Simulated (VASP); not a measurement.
# Ir2Ru3 (P-6m2) in VASP: notebook, part 2 of 2

VASP 6.6.1. The steps go on from the part before.

## (4) Relaxation of cell and atoms, PBE

Contents of INCAR:

```
SYSTEM = Ir2Ru3
  PREC = Accurate
  ENCUT = 600
  EDIFF = 1E-7
  ISMEAR = 0
  SIGMA = 0.1
  LREAL = .False.
  LASPH = .True.
  NELM = 60
  ALGO = Fast
  ISIF = 3
  LWAVE = .False.
  LCHARG = .False.
  GGA = PE
  IBRION = 2
  NSW = 90
  EDIFFG = -0.04
```

Contents of KPOINTS:

```
Automatic mesh
0
Gamma
  6 6 1
  0 0 0
```

Contents of POSCAR:

```
Ir2Ru3
1.0
    2.6898739300      0.0000000000      0.0000000000
   -1.3449369600      2.3294991500      0.0000000000
    0.0000000000      0.0000000000     21.8777720800
Ru Ir
6 4
Direct
    0.3333333300      0.6666666700      0.6000000000
    0.3333333300      0.6666666700      0.0000000000
    0.3333333300      0.6666666700      0.4000000000
    0.6666666700      0.3333333300      0.7000000000
    0.6666666700      0.3333333300      0.3000000000
    0.6666666700      0.3333333300      0.5000000000
    0.3333333300      0.6666666700      0.8000000000
    0.3333333300      0.6666666700      0.2000000000
    0.6666666700      0.3333333300      0.9000000000
    0.6666666700      0.3333333300      0.1000000000
```

On the command line:

```bash
> cat potpaw_PBE.64/Ru_pv/POTCAR potpaw_PBE.64/Ir/POTCAR > POTCAR
> mpirun -np 1 vasp_std > vasp.out
```

It took 29 min on 1 thread of AMD EPYC 9R45 (Zen 5), shared host; peak memory 0.34 GiB.

Results (log left out):

| Quantity | Value |
| --- | --- |
| Free energy | -90.6081 eV |
| Relaxed volume | 14.14 Å³/atom |
| Relaxed cell | a = 2.755 Å, b = 2.755 Å, c = 21.500 Å, α = 90.00°, β = 90.00°, γ = 120.00° |
| Space group after relaxing (to 0.1 Å) | P-6m2 (No. 187) |
| Energy gained by relaxing | 47.3 meV/atom |
| Ionic steps | 15 |
| Pressure after relaxing | -0.2 GPa |
| Largest force after relaxing | 0.006 eV/Å |
| Band gap on the k mesh | zero (bands 60 and 61 overlap by 2.55 eV) |

Forces on the atoms (eV/Å):
```
Ru   0.000  0.000  0.006
Ru   0.000  0.000  0.000
Ru   0.000  0.000 -0.006
Ru   0.000  0.000  0.006
Ru   0.000  0.000 -0.006
Ru   0.000  0.000  0.000
Ir   0.000  0.000 -0.005
Ir   0.000  0.000  0.005
Ir   0.000  0.000  0.000
Ir   0.000  0.000  0.000
```

Step by step:
```tsv
step	energy change (eV)	largest force (eV/Å)	pressure (GPa)	volume (Å³)
1	0.0000	0.8869	10.94	137.09
2	0.9205	0.2880	-24.68	156.24
3	-0.3485	0.5753	-4.45	143.30
4	-0.3495	0.5908	-3.77	142.98
5	-0.3538	0.4792	3.95	139.94
6	-0.4378	0.3799	-0.16	141.43
7	-0.4554	0.2266	0.62	141.05
8	-0.4572	0.1672	0.98	140.89
9	-0.4594	0.1970	-1.95	142.16
10	-0.4619	0.1851	-0.73	141.62
11	-0.4693	0.1249	-0.32	141.43
12	-0.4710	0.0800	0.01	141.29
13	-0.4731	0.0454	0.10	141.20
14	-0.4731	0.0453	0.09	141.21
15	-0.4733	0.0064	-0.22	141.35
```

Final structure:
```
CELL_PARAMETERS angstrom
2.75530 0.00000 0.00000
-1.37765 2.38616 0.00000
0.00000 0.00000 21.49973
ATOMIC_POSITIONS crystal
Ru 0.33333 0.66667 0.59907
Ru 0.33333 0.66667 0.00000
Ru 0.33333 0.66667 0.40093
Ru 0.66667 0.33333 0.69682
Ru 0.66667 0.33333 0.30318
Ru 0.66667 0.33333 0.50000
Ir 0.33333 0.66667 0.79635
Ir 0.33333 0.66667 0.20365
Ir 0.66667 0.33333 0.90070
Ir 0.66667 0.33333 0.09930
```

Levels at points of the mesh, in eV from the Fermi level:
| k point | band 59 | band 60 | band 61 | band 62 | band 63 | band 64 |
| --- | --- | --- | --- | --- | --- | --- |
| (0.00, 0.00, 0.00) | -1.41 | -1.32 | -1.32 | -0.76 | -0.66 | -0.38 |
| (0.50, 0.00, 0.00) | 1.07 | 1.08 | 1.13 | 1.21 | 1.26 | 1.30 |

Caveat: the k points lie up to 0.44 Å⁻¹ apart in the final cell, too coarse for converged energies and pressures of a metal; spin-orbit coupling is left out, which moves the levels of the heavy elements.

## (5) Single point, PBE, collinear spin, ferromagnetic start

This run uses another cell than the first one, of 14.12 Å³/atom.

Contents of INCAR:

```
SYSTEM = Ir2Ru3
PREC     = Accurate       ! precision mode
ENCUT    = 520            ! plane-wave cutoff, eV
EDIFF    = 1E-6           ! SCF threshold, eV
ISMEAR   = 0              ! smearing method
SIGMA    = 0.1            ! smearing width, eV
LREAL    = .False.        ! projectors in reciprocal space
LASPH    = .True.         ! aspherical terms in the spheres
NELM     = 150            ! most SCF steps
ALGO     = Normal         ! electronic algorithm
ISIF     = 2              ! what is computed and relaxed
LWAVE    = .False.        ! write WAVECAR
LCHARG   = .False.        ! write CHGCAR
ISPIN    = 2              ! spin polarisation
MAGMOM   = 1 1 1 1 1 1 1 1 1 1 ! initial moments
LORBIT   = 11             ! projections on sites
LMAXMIX  = 4              ! l up to which the mixer works
GGA      = PE             ! functional
NBANDS   = 75             ! bands
```

Contents of KPOINTS:

```
regular mesh
0
Gamma
  6 6 1
  0 0 0
```

Contents of POSCAR:

```
Ir2Ru3
1.0
    2.7543315990      0.0000000000      0.0000000000
   -1.3771657995      2.3853211352      0.0000000000
    0.0000000000      0.0000000000     21.4906781263
Ru Ir
6 4
Direct
    0.3333333333      0.6666666667      0.5991238302
    0.3333333333      0.6666666667      0.0000000000
    0.3333333333      0.6666666667      0.4008761698
    0.6666666667      0.3333333333      0.6969345283
    0.6666666667      0.3333333333      0.3030654717
    0.6666666667      0.3333333333      0.5000000000
    0.3333333333      0.6666666667      0.7964371596
    0.3333333333      0.6666666667      0.2035628404
    0.6666666667      0.3333333333      0.9006672377
    0.6666666667      0.3333333333      0.0993327623
```

On the command line:

```bash
> cat potpaw_PBE.64/Ru_pv/POTCAR potpaw_PBE.64/Ir/POTCAR > POTCAR
> mpirun -np 1 vasp_std > vasp.out
```

It took 3.7 min on 1 thread of AMD EPYC 9R45 (Zen 5), shared host; peak memory 0.32 GiB.

The run converged. Its results:

| Quantity | Value |
| --- | --- |
| Free energy | -90.6094 eV |
| Pressure | 0.1 GPa |
| Largest force | 0.023 eV/Å |
| Band gap on the k mesh | zero (filled and empty bands overlap) |
| Net moment | 0.00 μB per cell |
| Valence electrons inside the program's atomic spheres | Ru 12.63, 12.61, 12.62 (each value once); Ir 8.34 |

Forces in eV/Å, atoms in the order of the input:
```
Ru   0.000  0.000  0.004
Ru   0.000  0.000  0.000
Ru   0.000  0.000 -0.004
Ru   0.000  0.000 -0.018
Ru   0.000  0.000  0.018
Ru   0.000  0.000  0.000
Ir   0.000  0.000 -0.018
Ir   0.000  0.000  0.018
Ir   0.000  0.000  0.023
Ir   0.000  0.000 -0.023
```

Levels at points of the mesh, in eV from the Fermi level:
Spin up:
| k point | band 59 | band 60 | band 61 | band 62 | band 63 | band 64 |
| --- | --- | --- | --- | --- | --- | --- |
| (0.00, 0.00, 0.00) | -1.41 | -1.33 | -1.33 | -0.76 | -0.66 | -0.39 |
| (0.50, 0.00, 0.00) | 1.07 | 1.08 | 1.13 | 1.21 | 1.26 | 1.31 |
Spin down:
```csv
k point,band 58,band 59,band 60,band 61,band 62,band 63,band 64,band 65
"(0.00, 0.00, 0.00)",-1.41,-1.41,-1.33,-1.33,-0.76,-0.67,-0.39,-0.39
"(0.50, 0.00, 0.00)",0.95,1.07,1.08,1.13,1.21,1.26,1.31,1.34
```

Caveat: the k points lie up to 0.44 Å⁻¹ apart, too coarse for converged energies and pressures of a metal; spin-orbit coupling is left out, which moves the levels of the heavy elements.

## (6) Summary

```csv
task,spin,cell,cutoff (eV),gap on the mesh (eV),pressure (GPa),largest force (eV/Å)
single point,off,"a = 2.690, b = 2.690, c = 21.878 Å, angles 90.0, 90.0, 120.0°, 10 atoms, atomic positions A",520,none,10.9,0.88
single point,off,"a = 2.754, b = 2.754, c = 21.491 Å, angles 90.0, 90.0, 120.0°, 10 atoms, atomic positions B",520,none,-0.2,0.03
relaxation of cell and atoms,off,"relaxed from a = 2.690, b = 2.690, c = 21.878 Å, angles 90.0, 90.0, 120.0°, 10 atoms, atomic positions A",600,none,-0.2,0.01
single point,"collinear, ferromagnetic start","a = 2.754, b = 2.754, c = 21.491 Å, angles 90.0, 90.0, 120.0°, 10 atoms, atomic positions B",520,none,0.1,0.02
```

Alike in all rows: level PBE; potentials or basis VASP PAW PBE potentials, release 64 (Ru_pv, Ir); k mesh 6 × 6 × 1; smearing gaussian 0.1 eV.

Caveats: all runs use coarse meshes; spin-orbit coupling is left out, which moves the levels of the heavy elements.

Total energies depend on the potentials used, so only differences within one code and one set of settings carry meaning.
